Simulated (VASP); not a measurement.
# Ag (Fm-3m) in VASP: further runs

Ag is run at these levels: PBEsol+D4; tasks: single point, relaxation of cell and atoms.

Program: VASP 6.6.1. These are calculated values, not measurements. Logs are shortened: lines on timing, memory, paths and dates and some standing lists are left out, and cuts for length are marked.

### 1 The cell of the first run

The structure is cubic, space group Fm-3m (No. 225). Conventional cell: a = 4.022 Å, b = 4.022 Å, c = 4.022 Å, α = 90.00°, β = 90.00°, γ = 90.00°. Within 3.7 Å of Ag (site symmetry m-3m) lie 12 Ag at 2.84 Å.

### 2 Single point, PBEsol+D4

INCAR reads:

```
SYSTEM = Ag
PREC = Accurate
ENCUT = 520
EDIFF = 1E-6
ISMEAR = 0
SIGMA = 0.1
LREAL = .FALSE.
LASPH = .TRUE.
NELM = 80
ALGO = Normal
ISIF = 2
LWAVE = .FALSE.
LCHARG = .TRUE.
GGA = PS
IVDW = 13
LELF = .TRUE.
LVHAR = .TRUE.
NBANDS = 30
```

KPOINTS reads:

```
regular mesh
0
G
  6 6 6
  0 0 0
```

POSCAR reads:

```
Ag
1.0
    4.0222626276      0.0000000000      0.0000000000
    0.0000000000      4.0222626276      0.0000000000
    0.0000000000      0.0000000000      4.0222626276
Ag
4
Direct
    0.0000000000      0.0000000000      0.0000000000
    0.0000000000      0.5000000000      0.5000000000
    0.5000000000      0.0000000000      0.5000000000
    0.5000000000      0.5000000000      0.0000000000
```

Potentials or basis: VASP PAW PBE potentials, release 64 (Ag).

Started as:

```console
> cat potpaw_PBE.64/Ag/POTCAR > POTCAR
> mpirun -np 1 vasp_std > vasp.out
```

OUTCAR:

```text
SYSTEM = Ag
   PREC = Accurate
   ENCUT = 520
   EDIFF = 1E-6
   ISMEAR = 0
   LREAL = .FALSE.
   LASPH = .TRUE.
   NELM = 80
   ISIF = 2
   GGA = PS
   IVDW = 13

 ion  position               nearest neighbor table
   1  0.000  0.000  0.000-   2 2.84   3 2.84   4 2.84   2 2.84   3 2.84   2 2.84   4 2.84   2 2.84
                             3 2.84   4 2.84   3 2.84   4 2.84
   2  0.000  0.500  0.500-   1 2.84   3 2.84   4 2.84   1 2.84   4 2.84   1 2.84   3 2.84   1 2.84
                             3 2.84   4 2.84   4 2.84   3 2.84
   3  0.500  0.000  0.500-   1 2.84   2 2.84   4 2.84   1 2.84   4 2.84   2 2.84   4 2.84   4 2.84
                             1 2.84   2 2.84   1 2.84   2 2.84
   4  0.500  0.500  0.000-   1 2.84   2 2.84   3 2.84   2 2.84   3 2.84   1 2.84   3 2.84   3 2.84
                             1 2.84   2 2.84   2 2.84   1 2.84

  LATTYP: Found a simple cubic cell.
 ALAT       =     4.0222626276

  Lattice vectors:

 A1 = (   4.0222626276,   0.0000000000,   0.0000000000)
 A2 = (   0.0000000000,   4.0222626276,   0.0000000000)
 A3 = (   0.0000000000,   0.0000000000,   4.0222626276)

Analysis of symmetry for initial positions (statically):
=====================================================================
 Subroutine PRICEL returns following result:

  LATTYP: Found a face centered cubic cell.
 ALAT       =     4.0222626276

  Lattice vectors:

 A1 = (   2.0111313138,  -2.0111313138,   0.0000000000)
 A2 = (   2.0111313138,   0.0000000000,   2.0111313138)
 A3 = (   0.0000000000,  -2.0111313138,   2.0111313138)

   4 primitive cells build up your supercell.

 Routine SETGRP: Setting up the symmetry group for a
 simple cubic supercell.

 Subroutine GETGRP returns: Found 48 space group operations
 (whereof 48 operations were pure point group operations)
 out of a pool of 48 trial point group operations.

The static configuration has the point symmetry O_h .

Analysis of symmetry for dynamics (positions and initial velocities):
=====================================================================
 Subroutine PRICEL returns following result:

  LATTYP: Found a face centered cubic cell.
 ALAT       =     4.0222626276

  Lattice vectors:

 A1 = (   2.0111313138,  -2.0111313138,   0.0000000000)
 A2 = (   2.0111313138,   0.0000000000,   2.0111313138)
 A3 = (   0.0000000000,  -2.0111313138,   2.0111313138)

   4 primitive cells build up your supercell.

 Routine SETGRP: Setting up the symmetry group for a
 simple cubic supercell.

 Subroutine GETGRP returns: Found 48 space group operations
 (whereof 48 operations were pure point group operations)
[... 97 lines left out ...]
   EDIFFG = 0.1E-04   stopping-criterion for IOM
   NSW    =      0    number of steps for IOM
   IBRION =     -1    ionic relax: 0-MD 1-quasi-New 2-CG
   NFREE  =      0    steps in history (QN), initial steepest desc. (CG)
   ISIF   =      2    stress and relaxation
   ISYM   =      2    0-nonsym 1-usesym 2-fastsym
   POTIM  = 0.5000    time-step for ionic-motion
   TEBEG  =    0.0;   TEEND  =   0.0 temperature during run
   PSTRESS=    0.0 pullay stress
   NELECT =      44.0000    total number of electrons
   NUPDOWN=      -1.0000    fix difference up-down
   EMIN   =  10.00;   EMAX   =-10.00  energy-range for DOS
   EFERMI =   0.00;   METHOD = LEGACY
   ISMEAR =     0;   SIGMA  =   0.10  broadening in eV -4-tet -1-fermi 0-gaus
   EFERMI_NEDOS =   21; number of points for ismear=-14 and -15
   IALGO  =     38    algorithm
   IMIX   =      4    mixing-type and parameters
     AMIX     =   0.40;   BMIX     =  1.00
     AMIX_MAG =   1.60;   BMIX_MAG =  1.00
  volume/ion in A,a.u.               =      16.27       109.79
  Fermi-wavevector in a.u.,A,eV,Ry     =   1.436885  2.715319 28.091106  2.064638
  Thomas-Fermi vector in A             =   2.556024
   LORBIT       =      0    0 simple, 1 ext, 2 COOP (PROOUT), +10 PAW based schemes
   GGA     = PS    functional components
   LHFCALC =     F    Hartree Fock is set to
   AEXX    =    0.0000 exact exchange contribution
   IVDW    =    13    specifies the selected vdW correction
   LEPSILON=     F    determine dielectric tensor
   LRPA    =     F    only Hartree local field effects (RPA)
 non-spin polarized calculation
 Gauss-broadening in eV      SIGMA  =   0.10
  energy-cutoff  :      520.00
  volume of cell :       65.07
 maximum number of plane-waves:      1775
 NGX is ok and might be reduce to    30
   NGX = 15   NGY = 15   NGZ = 15

 number of electron      43.9999952 magnetization

 Free energy of the ion-electron system (eV)
  ---------------------------------------------------
  ext. energy  EPLUGINS =         0.00000000
  ---------------------------------------------------
  free energy    TOTEN  =       -13.20449532 eV

  energy without entropy =      -13.19221514  energy(sigma->0) =      -13.19835523

 E-fermi :   8.8856     XC(G=0): -12.6942

 val. band max:        8.7285671701   @ k =   0.3333   0.3333   0.0000
 cond. band min:       8.8897030434   @ k =   0.1667   0.0000   0.0000
 fundamental gap:      0.1611358733
 Fermi energy:         8.8856040528

 k-point     1 :       0.0000    0.0000    0.0000
  band No.  band energies     occupation
      1       0.7163      2.00000
      2       2.1557      2.00000
      3       2.1557      2.00000
      4       2.1557      2.00000
      5       2.3182      2.00000
      6       2.3182      2.00000
[... 649 lines left out ...]
     29      24.2203      0.00000
     30      24.2203      0.00000

------------------------ aborting loop because EDIFF is reached ----------------------------------------

  DFT-D4 for vdW energy calculation

  Edisp (eV):   -1.38273

  FORCE on cell =-STRESS in cart. coord.  units (eV):
  Direction    XX          YY          ZZ          XY          YZ          ZX
  --------------------------------------------------------------------------------------
  -------------------------------------------------------------------------------------
  Total      -0.10335    -0.10335    -0.10335    -0.00000     0.00000    -0.00000
  in kB      -2.54448    -2.54448    -2.54448    -0.00000     0.00000    -0.00000
  external pressure =       -2.54 kB  Pullay stress =        0.00 kB

 VOLUME and BASIS-vectors are now :
 -----------------------------------------------------------------------------
  energy-cutoff  :      520.00
  volume of cell :       65.07
      direct lattice vectors                 reciprocal lattice vectors
     4.022262628  0.000000000  0.000000000     0.248616287  0.000000000  0.000000000
     0.000000000  4.022262628  0.000000000     0.000000000  0.248616287  0.000000000
     0.000000000  0.000000000  4.022262628     0.000000000  0.000000000  0.248616287

 POSITION                                       TOTAL-FORCE (eV/Angst)
 -----------------------------------------------------------------------------------
      0.00000      0.00000      0.00000        -0.000000     -0.000000      0.000000
      0.00000      2.01113      2.01113         0.000000     -0.000000     -0.000000
      2.01113      0.00000      2.01113        -0.000000      0.000000      0.000000
      2.01113      2.01113      0.00000        -0.000000      0.000000      0.000000
 -----------------------------------------------------------------------------------
    total drift:                                0.000000      0.000000     -0.000000

  FREE ENERGIE OF THE ION-ELECTRON SYSTEM (eV)
  ---------------------------------------------------
  free  energy   TOTEN  =       -14.5872205338 eV

  energy  without entropy=      -14.5749403525  energy(sigma->0) =      -14.58108044
```

It took 15 s on 1 thread of AMD EPYC 9R45 (Zen 5), shared host; peak memory 0.15 GiB.

Results:

| Item | Value |
| --- | --- |
| Free energy | -14.5872 eV |
| Pressure | -0.3 GPa |
| Band gap on the k mesh | zero (band 22 reaches 10.40 eV, above the bottom of band 23 at 8.31 eV) |
| Dispersion energy per atom | -0.346 eV |

Levels at points of the mesh, in eV from the Fermi level:
```csv
k point,band 19,band 20,band 21,band 22,band 23,band 24,band 25,band 26
"(0.00, 0.00, 0.00)",-2.70,-2.70,-2.70,1.51,1.51,1.51,7.11,7.11
"(0.50, 0.00, 0.00)",-3.39,-3.39,-2.70,-2.70,6.12,6.12,6.12,6.12
"(0.50, 0.50, 0.00)",-3.79,-3.79,-0.50,-0.50,-0.50,-0.50,9.61,9.61
"(0.50, 0.50, 0.50)",-2.93,-2.93,-0.58,-0.58,-0.58,-0.58,3.87,3.87
```

Caveat: the PAW data sets were made with another functional, which shifts forces and pressure a little; pairwise dispersion overbinds metals, which lowers pressure and volume.

### 3 Relaxation of cell and atoms, PBEsol+D4

This run uses another cell than the first one, of 17.10 Å³/atom, 1.051 times its volume.

INCAR reads:

```
SYSTEM = Ag
ALGO = Normal ; EDIFF = 1E-6
EDIFFG = -0.03 ; ENCUT = 600
GGA = PS ; IBRION = 2
ISIF = 3 ; ISMEAR = 0
IVDW = 13 ; LASPH = .TRUE.
LCHARG = .FALSE. ; LREAL = .FALSE.
LWAVE = .FALSE. ; NELM = 100
NSW = 80 ; PREC = Accurate
SIGMA = 0.1
```

KPOINTS reads:

```
k-points
0
G
  6 6 6
  0 0 0
```

POSCAR reads:

```
Ag
1.0
    4.0900000000      0.0000000000      0.0000000000
    0.0000000000      4.0900000000      0.0000000000
    0.0000000000      0.0000000000      4.0900000000
Ag
4
Direct
    0.0000000000      0.0000000000      0.0000000000
    0.0000000000      0.5000000000      0.5000000000
    0.5000000000      0.0000000000      0.5000000000
    0.5000000000      0.5000000000      0.0000000000
```

Potentials or basis: VASP PAW PBE potentials, release 64 (Ag).

Started as:

```console
> cat potpaw_PBE.64/Ag/POTCAR > POTCAR
> mpirun -np 1 vasp_std > vasp.out
```

It took 45 s on 1 thread of AMD EPYC 9R45 (Zen 5), shared host; peak memory 0.2 GiB.

It converged, with:

```
Free energy                            : -14.5898 eV
Relaxed volume                         : 16.24 Å³/atom
Relaxed cell                           : a = 4.020 Å, b = 4.020 Å, c = 4.020 Å, α = 90.00°, β = 90.00°, γ = 90.00°
Space group after relaxing (to 0.05 Å) : Fm-3m (No. 225)
Energy gained by relaxing              : 16.8 meV/atom
Ionic steps                            : 3
Pressure after relaxing                : 0.0 GPa
Band gap on the k mesh                 : zero (band 22 reaches 10.42 eV, above the bottom of band 23 at 8.33 eV)
Dispersion energy per atom             : -0.346 eV
```

Step by step:
| step | energy change (eV) | largest force (eV/Å) | pressure (GPa) | volume (Å³) |
| --- | --- | --- | --- | --- |
| 1 | 0.0000 | 0.0000 | -5.86 | 68.42 |
| 2 | -0.0229 | 0.0000 | 5.85 | 62.41 |
| 3 | -0.0671 | 0.0000 | -0.04 | 64.96 |

Final structure:
```
Ag
1.0
     4.02000    0.00000    0.00000
     0.00000    4.02000    0.00000
     0.00000    0.00000    4.02000
Ag
4
Direct
  0.00000 0.00000 0.00000
  0.00000 0.50000 0.50000
  0.50000 0.00000 0.50000
  0.50000 0.50000 0.00000
```

Levels at points of the mesh, in eV from the Fermi level:
| k point | band 20 | band 21 | band 22 | band 23 | band 24 | band 25 |
| --- | --- | --- | --- | --- | --- | --- |
| (0.00, 0.00, 0.00) | -2.70 | -2.70 | 1.51 | 1.51 | 1.51 | 7.12 |
| (0.50, 0.00, 0.00) | -3.39 | -2.70 | -2.70 | 6.13 | 6.13 | 6.13 |
| (0.50, 0.50, 0.00) | -3.80 | -0.50 | -0.50 | -0.50 | -0.50 | 9.62 |
| (0.50, 0.50, 0.50) | -2.93 | -0.58 | -0.58 | -0.58 | -0.58 | 3.88 |

Caveat: the PAW data sets were made with another functional, which shifts forces and pressure a little; pairwise dispersion overbinds metals, which lowers pressure and volume.
